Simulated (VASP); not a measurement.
# Ti (Im-3m) in VASP: notebook

Ti is run at these levels: PBE; tasks: single point.

Program: VASP 6.6.1. These are calculated values, not measurements. Logs are shortened: lines on timing, memory, paths and dates and some standing lists are left out, and cuts for length are marked.

**1. The cell of the first run**

Symmetry: Im-3m, No. 229, cubic system. The conventional cell has a = 3.260 Å, b = 3.260 Å, c = 3.260 Å, α = 90.00°, β = 90.00°, γ = 90.00°. Within 3.7 Å of Ti (site symmetry m-3m) lie 14 Ti at 2.82 to 3.26 Å.

**2. Single point, PBE**

INCAR reads:

```
SYSTEM = Ti
PREC = Accurate
ENCUT = 520
EDIFF = 1E-7
ISMEAR = -1
SIGMA = 0.1
LREAL = .FALSE.
LASPH = .TRUE.
NELM = 80
ALGO = Normal
ISIF = 2
LWAVE = .FALSE.
LCHARG = .FALSE.
GGA = PE
NBANDS = 12
```

KPOINTS reads:

```
regular mesh
0
G
  13 13 13
  0 0 0
```

POSCAR reads:

```
Ti
1.0
   -1.6301190851      1.6301190851      1.6301190851
    1.6301190851     -1.6301190851      1.6301190851
    1.6301190851      1.6301190851     -1.6301190851
Ti
1
Direct
    0.0000000000      0.0000000000      0.0000000000
```

Potentials or basis: VASP PAW PBE potentials, release 64 (Ti_sv).

Run with:

```sh
$ cat potpaw_PBE.64/Ti_sv/POTCAR > POTCAR
$ mpirun -np 1 vasp_std > vasp.out
```

OUTCAR:

```text
SYSTEM = Ti
   PREC = Accurate
   ENCUT = 520
   EDIFF = 1E-7
   ISMEAR = -1
   LREAL = .FALSE.
   LASPH = .TRUE.
   NELM = 80
   ISIF = 2
   GGA = PE

 ion  position               nearest neighbor table
   1  0.000  0.000  0.000-

  LATTYP: Found a body centered cubic cell.
 ALAT       =     3.2602381702

  Lattice vectors:

 A1 = (  -1.6301190851,   1.6301190851,   1.6301190851)
 A2 = (   1.6301190851,  -1.6301190851,   1.6301190851)
 A3 = (   1.6301190851,   1.6301190851,  -1.6301190851)

Analysis of symmetry for initial positions (statically):
=====================================================================
 Subroutine PRICEL returns:
 Original cell was already a primitive cell.

 Routine SETGRP: Setting up the symmetry group for a
 body centered cubic supercell.

 Subroutine GETGRP returns: Found 48 space group operations
[... 9 lines left out ...]

 Routine SETGRP: Setting up the symmetry group for a
 body centered cubic supercell.

 Subroutine GETGRP returns: Found 48 space group operations
[... 11 lines left out ...]
                                     Primitive cell

  volume of cell :      17.3268

  direct lattice vectors                    reciprocal lattice vectors
    -1.630119085  1.630119085  1.630119085     0.000000000  0.306726057  0.306726057
     1.630119085 -1.630119085  1.630119085     0.306726057  0.000000000  0.306726057
     1.630119085  1.630119085 -1.630119085     0.306726057  0.306726057  0.000000000

  length of vectors
     2.823449078  2.823449078  2.823449078     0.433776150  0.433776150  0.433776150

  position of ions in fractional coordinates (direct lattice)
     0.000000000  0.000000000  0.000000000

  ion indices of the primitive-cell ions
   primitive index   ion index
                 1           1

----------------------------------------------------------------------------------------

 KPOINTS: regular mesh

Automatic generation of k-mesh.
 Grid dimensions read from file:
 generate k-points for:   13   13   13

 Generating k-lattice:

  Cartesian coordinates                     Fractional coordinates (reciprocal lattice)
     0.000000000  0.023594312  0.023594312     0.076923077  0.000000000  0.000000000
     0.023594312  0.000000000  0.023594312     0.000000000  0.076923077  0.000000000
     0.023594312  0.023594312  0.000000000     0.000000000  0.000000000  0.076923077

  Length of vectors
[... 53 lines left out ...]
   ENCUT  =  520.0 eV  38.22 Ry    6.18 a.u.   5.25  5.25  5.25*2*pi/ulx,y,z
   NELM   =     80;   NELMIN=  2; NELMDL= -5     # of ELM steps
   EDIFF  = 0.1E-06   stopping-criterion for ELM
   LREAL  =      F    real-space projection
   EDIFFG = 0.1E-05   stopping-criterion for IOM
   NSW    =      0    number of steps for IOM
   IBRION =     -1    ionic relax: 0-MD 1-quasi-New 2-CG
   NFREE  =      0    steps in history (QN), initial steepest desc. (CG)
   ISIF   =      2    stress and relaxation
   ISYM   =      2    0-nonsym 1-usesym 2-fastsym
   POTIM  = 0.5000    time-step for ionic-motion
   TEBEG  =    0.0;   TEEND  =   0.0 temperature during run
   PSTRESS=    0.0 pullay stress
   NELECT =      12.0000    total number of electrons
   NUPDOWN=      -1.0000    fix difference up-down
   EMIN   =  10.00;   EMAX   =-10.00  energy-range for DOS
   EFERMI =   0.00;   METHOD = LEGACY
   ISMEAR =    -1;   SIGMA  =   0.10  broadening in eV -4-tet -1-fermi 0-gaus
   EFERMI_NEDOS =   21; number of points for ismear=-14 and -15
   IALGO  =     38    algorithm
   IMIX   =      4    mixing-type and parameters
     AMIX     =   0.40;   BMIX     =  1.00
     AMIX_MAG =   1.60;   BMIX_MAG =  1.00
  volume/ion in A,a.u.               =      17.33       116.93
  Fermi-wavevector in a.u.,A,eV,Ry     =   1.448425  2.737126 28.544126  2.097934
  Thomas-Fermi vector in A             =   2.566267
   LORBIT       =      0    0 simple, 1 ext, 2 COOP (PROOUT), +10 PAW based schemes
   GGA     = PE    functional components
   LHFCALC =     F    Hartree Fock is set to
   AEXX    =    0.0000 exact exchange contribution
   IVDW    =     0    specifies the selected vdW correction
   LEPSILON=     F    determine dielectric tensor
   LRPA    =     F    only Hartree local field effects (RPA)
 non-spin polarized calculation
  energy-cutoff  :      520.00
  volume of cell :       17.33
 maximum number of plane-waves:       478
 NGX is ok and might be reduce to    24
   NGX = 11   NGY = 11   NGZ = 11

 number of electron      11.9999997 magnetization

 Free energy of the ion-electron system (eV)
  ---------------------------------------------------
  ext. energy  EPLUGINS =         0.00000000
  ---------------------------------------------------
  free energy    TOTEN  =        -7.76272718 eV

  energy without entropy =       -7.68597078  energy(sigma->0) =       -7.72434898

 E-fermi :   8.1130     XC(G=0): -11.5051

 val. band max:        8.1128237196   @ k =   0.3077   0.1538   0.0769
 cond. band min:       8.1192287734   @ k =   0.3077   0.0000   0.0000
 fundamental gap:      0.0064050538
 Fermi energy:         8.1130494307

 k-point     1 :       0.0000    0.0000    0.0000
  band No.  band energies     occupation
      1     -48.4141      2.00000
      2     -24.2680      2.00000
      3     -24.2680      2.00000
      4     -24.2680      2.00000
      5       2.1522      2.00000
      6       9.1025      0.00010
      7       9.1025      0.00010
      8       9.1025      0.00010
      9      10.8647      0.00000
     10      10.8647      0.00000
     11      25.5395      0.00000
     12      25.5395      0.00000
[... 331 lines left out ...]
 k-point    24 :       0.2308    0.0769    0.0769
  band No.  band energies     occupation
      1     -48.3183      2.00000
      2     -24.7482      2.00000
      3     -24.4120      2.00000
      4     -24.3042      2.00000
      5       5.0857      2.00000
      6       7.9785      1.58686
      7       8.1012      1.05900
      8      10.7540      0.00000
      9      11.0407      0.00000
     10      11.6653      0.00000
     11      20.4026      0.00000
     12      22.2602      0.00000

 [... further k-points ...]
[... 5 lines left out ...]
  --------------------------------------------------------------------------------------
  -------------------------------------------------------------------------------------
  Total       -0.0304134     -0.0304134     -0.0304134     -0.0000000      0.0000000     -0.0000000
  in kB       -2.8122715     -2.8122715     -2.8122715     -0.0000000      0.0000000     -0.0000000
  external PRESSURE =      -2.8122715 kB  Pullay stress =       0.0000000 kB

 VOLUME and BASIS-vectors are now :
 -----------------------------------------------------------------------------
  energy-cutoff  :      520.00
  volume of cell :       17.33
      direct lattice vectors                 reciprocal lattice vectors
    -1.630119085  1.630119085  1.630119085     0.000000000  0.306726057  0.306726057
     1.630119085 -1.630119085  1.630119085     0.306726057  0.000000000  0.306726057
     1.630119085  1.630119085 -1.630119085     0.306726057  0.306726057  0.000000000

 POSITION                                       TOTAL-FORCE (eV/Angst)
 -----------------------------------------------------------------------------------
      0.00000      0.00000      0.00000        -0.000000     -0.000000      0.000000
 -----------------------------------------------------------------------------------
    total drift:                                0.000000      0.000000      0.000000

  FREE ENERGIE OF THE ION-ELECTRON SYSTEM (eV)
  ---------------------------------------------------
  free  energy   TOTEN  =        -7.7627271825 eV

  energy  without entropy=       -7.6859707821  energy(sigma->0) =       -7.72434898
```

Run time: 19 s. Hardware: 1 thread of Intel Xeon 6975P-C, shared host; peak memory 0.14 GiB.

Results:

```yaml
Free_energy: -7.7627 eV
Pressure: -0.3 GPa
Band_gap_on_the_k_mesh: zero (band 6 reaches 9.10 eV, above the bottom of band 7 at 7.55 eV)
```

**3. Single point, PBE (volume scaled by 0.88)**

INCAR reads:

```
PREC     = Accurate       # precision mode
ENCUT    = 520            # plane-wave cutoff, eV
EDIFF    = 1E-7           # SCF threshold, eV
ISMEAR   = -1             # smearing method
SIGMA    = 0.1            # smearing width, eV
LREAL    = F              # projectors in reciprocal space
LASPH    = T              # aspherical terms in the spheres
NELM     = 100            # most SCF steps
ALGO     = Normal         # electronic algorithm
ISIF     = 2              # what is computed and relaxed
LWAVE    = F              # write WAVECAR
LCHARG   = F              # write CHGCAR
GGA      = PE             # functional
NBANDS   = 12             # bands
```

KPOINTS reads:

```
Automatic mesh
0
Gamma
  15 15 15
```

POSCAR reads:

```
Ti
1.0
   -1.5621169907      1.5621169907      1.5621169907
    1.5621169907     -1.5621169907      1.5621169907
    1.5621169907      1.5621169907     -1.5621169907
Ti
1
Direct
    0.0000000000      0.0000000000      0.0000000000
```

Potentials or basis: VASP PAW PBE potentials, release 64 (Ti_sv).

Run with:

```sh
$ cat potpaw_PBE.64/Ti_sv/POTCAR > POTCAR
$ mpirun -np 1 vasp_std > vasp.out
```

Run time: 33 s. Hardware: 1 thread of Intel Xeon 6975P-C, shared host; peak memory 0.14 GiB.

The run converged. Its results:

```
Free energy            : -7.6690 eV
Pressure               : 16.1 GPa
Band gap on the k mesh : zero (band 6 reaches 10.61 eV, above the bottom of band 7 at 8.75 eV)
```

Levels at points of the mesh, in eV from the Fermi level:
```
           k point  band 4  band 5  band 6  band 7  band 8  band 9
(0.00, 0.00, 0.00)  -31.96   -6.21    1.10    1.10    1.10    3.16
```

**4. Single point, PBE (volume scaled by 0.92)**

INCAR reads:

```
SYSTEM = Ti
PREC = Accurate ; ENCUT = 520
EDIFF = 1E-7 ; ISMEAR = -1
SIGMA = 0.1 ; LREAL = .False.
LASPH = .True. ; NELM = 100
ALGO = Normal ; ISIF = 2
LWAVE = .False. ; LCHARG = .False.
GGA = PE ; NBANDS = 12
```

KPOINTS reads:

```
Automatic mesh
0
Gamma
  15 15 15
  0 0 0
```

POSCAR reads:

```
Ti
1.0
   -1.5854356075      1.5854356075      1.5854356075
    1.5854356075     -1.5854356075      1.5854356075
    1.5854356075      1.5854356075     -1.5854356075
Ti
1
Direct
    0.0000000000      0.0000000000      0.0000000000
```

Run with:

```sh
$ cat potpaw_PBE.64/Ti_sv/POTCAR > POTCAR
$ mpirun -np 1 vasp_std > vasp.out
```

Wall time 32 s (1 thread of Intel Xeon 6975P-C, shared host); peak memory 0.14 GiB.

Results (log left out):

```yaml
Free_energy: -7.7244 eV
Pressure: 9.6 GPa
Band_gap_on_the_k_mesh: zero (band 6 reaches 10.07 eV, above the bottom of band 7 at 8.28 eV)
```

Levels at points of the mesh, in eV from the Fermi level:
| k point | band 3 | band 4 | band 5 | band 6 | band 7 | band 8 | band 9 | band 10 |
| --- | --- | --- | --- | --- | --- | --- | --- | --- |
| (0.00, 0.00, 0.00) | -32.11 | -32.11 | -6.13 | 1.06 | 1.06 | 1.06 | 3.02 | 3.02 |

(Continued in part 2 of 2.)
